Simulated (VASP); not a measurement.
# Ir (an interface model): single point with PBEsol

Crystal: Ir (an interface model).

```xyz
12
Lattice="2.7084 0.0000 0.0000 -1.3542 2.3455 0.0000 0.0000 0.0000 26.5495" Properties=species:S:1:pos:R:3 pbc="T T T"
Ir    0.0000    0.0000    0.0000
Ir    0.0000    1.5637    2.2223
Ir    1.3542    0.7818    4.4219
Ir    0.0000    0.0000    6.6374
Ir    0.0000    1.5637    8.8528
Ir    1.3542    0.7818   11.0524
Ir    0.0000    1.5637   24.3272
Ir    1.3542    0.7818   22.1276
Ir    0.0000    0.0000   19.9121
Ir    0.0000    1.5637   17.6967
Ir    1.3542    0.7818   15.4971
Ir    0.0000    0.0000   13.2747
```

```json
{
  "Program": "VASP 6.6.1",
  "Task": "single point",
  "Functional": "PBEsol",
  "Potentials or basis": "VASP PAW PBE potentials, release 64 (Ir)",
  "Cutoff": "520 eV",
  "k mesh": "12 × 12 × 2",
  "Occupations": "gaussian, width 0.1 eV",
  "Spin": "no spin polarisation"
}
```

The pressure is 0.9 GPa and the largest force is 0.006 eV/Å.

Forces in eV/Å, atoms in the order of the input:
```
Ir   0.000  0.000  0.000
Ir   0.000  0.000 -0.006
Ir   0.000  0.000  0.006
Ir   0.000  0.000  0.000
Ir   0.000  0.000 -0.006
Ir   0.000  0.000  0.006
Ir   0.000  0.000  0.006
Ir   0.000  0.000 -0.006
Ir   0.000  0.000  0.000
Ir   0.000  0.000  0.006
Ir   0.000  0.000 -0.006
Ir   0.000  0.000  0.000
```

Stress tensor (GPa, compression positive):
```
0.82 0.00 0.00
0.00 0.82 0.00
0.00 0.00 0.93
```

Levels at points of the mesh, in eV from the Fermi level:
```tsv
k point	band 48	band 49	band 50	band 51	band 52	band 53	band 54	band 55	band 56	band 57
(0.00, 0.00, 0.00)	-1.54	-1.54	-1.54	-1.54	-1.25	-1.25	-1.23	-1.23	-1.18	-1.18
(0.50, 0.00, 0.00)	0.92	0.93	0.95	0.95	1.01	1.02	1.07	1.09	1.13	1.20
(0.00, 0.00, 0.50)	-1.54	-1.54	-1.54	-1.24	-1.24	-1.24	-1.24	-1.12	-1.12	-1.12
(0.50, 0.00, 0.50)	0.82	0.94	0.94	0.98	0.98	1.05	1.05	1.16	1.16	1.28
```

Run time: 15 min on 1 thread of Oxide Virtual Turin-like Processor, on a shared host, peak memory 0.41 GiB.

Caveat: the bands computed are all filled at some k points, so no gap is given; the PAW data sets were made with another functional, which shifts forces and pressure a little; spin-orbit coupling is left out, which moves the levels of the heavy elements.
